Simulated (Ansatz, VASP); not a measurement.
One calculation of Mo, two programs

File INCAR:

```
SYSTEM = Mo
  PREC = Accurate
  ENCUT = 520
  EDIFF = 1E-7
  ISMEAR = 1
  SIGMA = 0.2
  LREAL = .False.
  LASPH = .True.
  NELM = 100
  ALGO = Normal
  ISIF = 2
  LWAVE = .False.
  LCHARG = .False.
  GGA = CA
  NBANDS = 13
```

File KPOINTS:

```
regular mesh
0
Gamma
  14 14 14
  0 0 0
```

The input POSCAR:

```
Mo
1.0
   -1.5565618036      1.5565618036      1.5565618036
    1.5565618036     -1.5565618036      1.5565618036
    1.5565618036      1.5565618036     -1.5565618036
Mo
1
Direct
    0.0000000000      0.0000000000      0.0000000000
```

Input for Ansatz:

```yaml
crystal:
  lattice:
    - [-1.5565618036, 1.5565618036, 1.5565618036]
    - [1.5565618036, -1.5565618036, 1.5565618036]
    - [1.5565618036, 1.5565618036, -1.5565618036]
  atoms:
    - { symbol: Mo, position: [0.0, 0.0, 0.0] }
hamiltonian:
  xc: lda
  pseudopotentials:
    kind: paw
    azcp:
      Mo: "pseudopotentials/Mo.paw.azcp"
basis:
  ecutwfc: 420
  fft_grid_basis: typed
kpoints:
  mp_grid: { grid: [14, 14, 14], shift: [0, 0, 0] }
magnetization:
  spin_polarized: false
scf:
  occupations: { method: methfessel_paxton, width: 0.2 }
  lower_state_search: "off"
output:
  stress: true
```

Alike in both runs: task single point; functional LDA; k mesh 14 × 14 × 14; occupations methfessel-paxton of order 1, width 0.2 eV; no spin polarisation.

```csv
,VASP,Ansatz
version,VASP 6.6.1,Ansatz 0.2.0
potentials or method,"VASP PAW LDA potentials, release 64 (Mo_sv), cutoff 520 eV","plane waves (420 eV) with PAW, scalar-relativistic"
valence electrons in the cell,14,14
```

```csv
,VASP,Ansatz,Ansatz less VASP
pressure (GPa),1.4,0.2,-1.19
```

Ansatz warns that its potentials were made for another functional, while VASP's fit it. LDA's correlation is that of Perdew and Zunger in VASP and of Perdew and Wang (1992) in Ansatz.
